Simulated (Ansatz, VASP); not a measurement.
## NaF in VASP and in Ansatz

```
Na F
1.0
     2.79349    0.00000    0.00000
     0.00000    2.79349    0.00000
     0.00000    0.00000    2.79349
Na F
1 1
Direct
  0.00000 0.00000 0.00000
  0.50000 0.50000 0.50000
```

Alike in both runs: task single point; functional HSE06; k mesh 6 × 6 × 6; no spin polarisation.

|  | VASP | Ansatz |
| --- | --- | --- |
| version | VASP 6.6.1 | Ansatz 0.2.0 |
| potentials or method | VASP PAW PBE potentials, release 64 (Na_pv, F) | plane waves, PAW |
| plane-wave cutoff (eV) | 520 | 420 |
| occupations | gaussian, width 0.01 eV | fixed |
| valence electrons in the cell | 14 | 16 |

|  | VASP | Ansatz | Ansatz less VASP |
| --- | --- | --- | --- |
| gap on the k mesh at the Fermi level (eV) | 8.30 | 8.33 | +0.035 |
| pressure (GPa) | 1.9 | 1.8 | -0.09 |

VASP's potentials hold 14 valence electrons a cell and Ansatz's 16, so a difference there can come from the potentials and not from the codes. Ansatz's warnings: stress exchange threshold loose, stress scf threshold loose.
